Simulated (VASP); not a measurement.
AlSe4, 5 atoms in the cell. It takes space group P4/mmm (No. 123, tetragonal). Conventional cell: a = 3.983 Å, b = 3.983 Å, c = 7.273 Å, α = 90.00°, β = 90.00°, γ = 90.00°. Within 3.5 Å of Al (site symmetry 4/mmm) lie 8 Se at 2.69 Å. Se (site symmetry 2mm) has 2 Al at 2.69 Å and 6 Se at 2.82 to 3.66 Å within 3.7 Å. 

* Program: VASP 6.6.1
* Task: single point
* Functional: PBE
* Dispersion: D3(BJ)
* Potentials or basis: VASP PAW PBE potentials, release 64 (Al, Se)
* Cutoff: 520 eV
* k mesh: 4 × 4 × 4
* Occupations: gaussian, width 0.1 eV
* Spin: no spin polarisation
* Dipole correction: no
* Further INCAR settings: ALGO = Normal; EDIFF = 1e-06; NBANDS = 22

Potentials or basis: VASP PAW PBE potentials, release 64 (Al, Se).

The run is started by

```sh
$ cat potpaw_PBE.64/Al/POTCAR potpaw_PBE.64/Se/POTCAR > POTCAR
$ mpirun -np 1 vasp_std > vasp.out
```

Hardware: 1 thread of Intel(R) Xeon(R) Platinum 8259CL CPU @ 2.50GHz (Skylake/Cascade Lake), on a shared host.

Problem. Estimate the wall time of this run.

Solution. Run time: 37 s on 1 thread of Intel(R) Xeon(R) Platinum 8259CL CPU @ 2.50GHz (Skylake/Cascade Lake), on a shared host, peak memory 0.22 GiB. Counts: scf iterations 13, k points 18.
